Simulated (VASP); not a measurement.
Set up this calculation in VASP 6.6.1, as the native input.

- Task: single point
- Functional: r2SCAN
- Potentials or basis: VASP PAW PBE potentials, release 64 (Al, Cu)
- Cutoff: 520 eV
- k mesh: 12 × 12 × 12
- Occupations: gaussian, width 0.1 eV
- Spin: no spin polarisation
- Dipole correction: no
- Further INCAR settings: ALGO = Normal; EDIFF = 1e-06; NBANDS = 18

Al3Cu:

```
Al Cu
1.0
     3.92415    0.00000    0.00000
     0.00000    3.92415    0.00000
     0.00000    0.00000    3.92415
Al Cu
3 1
Direct
  0.00000 0.50000 0.50000
  0.50000 0.00000 0.50000
  0.50000 0.50000 0.00000
  0.00000 0.00000 0.00000
```

These files were run (other wordings do the same):

POSCAR

```
Al3Cu
1.0
    3.9241510000      0.0000000000      0.0000000000
    0.0000000000      3.9241510000      0.0000000000
    0.0000000000      0.0000000000      3.9241510000
Al Cu
3 1
Direct
    0.0000000000      0.5000000000      0.5000000000
    0.5000000000      0.0000000000      0.5000000000
    0.5000000000      0.5000000000      0.0000000000
    0.0000000000      0.0000000000      0.0000000000
```

INCAR.step1

```
SYSTEM = Al3Cu
PREC     = Accurate       ! precision mode
ENCUT    = 520            ! plane-wave cutoff, eV
ISMEAR   = 0              ! smearing method
SIGMA    = 0.1            ! smearing width, eV
LREAL    = .False.        ! projectors in reciprocal space
LASPH    = .True.         ! aspherical terms in the spheres
NELM     = 60             ! most SCF steps
NBANDS   = 18             ! bands
GGA      = PE             ! functional
ALGO     = Normal         ! electronic algorithm
EDIFF    = 1E-4           ! SCF threshold, eV
LWAVE    = .True.         ! write WAVECAR
LCHARG   = .False.        ! write CHGCAR
```

INCAR.step2

```
SYSTEM = Al3Cu
PREC     = Accurate       ! precision mode
ENCUT    = 520            ! plane-wave cutoff, eV
EDIFF    = 1E-6           ! SCF threshold, eV
ISMEAR   = 0              ! smearing method
SIGMA    = 0.1            ! smearing width, eV
LREAL    = .False.        ! projectors in reciprocal space
LASPH    = .True.         ! aspherical terms in the spheres
NELM     = 60             ! most SCF steps
ALGO     = Normal         ! electronic algorithm
ISIF     = 2              ! what is computed and relaxed
LWAVE    = .False.        ! write WAVECAR
LCHARG   = .False.        ! write CHGCAR
METAGGA  = R2SCAN         ! meta-GGA
LMIXTAU  = .True.       
NBANDS   = 18             ! bands
ISTART   = 1
```

KPOINTS

```
Automatic mesh
0
Gamma
  12 12 12
  0 0 0
```

Potentials or basis: VASP PAW PBE potentials, release 64 (Al, Cu).

Command:

```bash
$ cat potpaw_PBE.64/Al/POTCAR potpaw_PBE.64/Cu/POTCAR > POTCAR
$ cp INCAR.step1 INCAR
$ mpirun -np 1 vasp_std > vasp.out
$ cp INCAR.step2 INCAR
$ mpirun -np 1 vasp_std > vasp.out
```

Results of the run:

```yaml
Pressure: -2.8 GPa
Band_gap_on_the_k_mesh: zero (bands 10 and 11 overlap by 4.22 eV)
```

Caveat: the PAW data sets were made with another functional, which shifts forces and pressure a little.

Wall time 2.8 min on 1 thread of AMD EPYC 9R45 96-Core Processor (Zen 5) (shared host), peak memory 0.2 GiB.
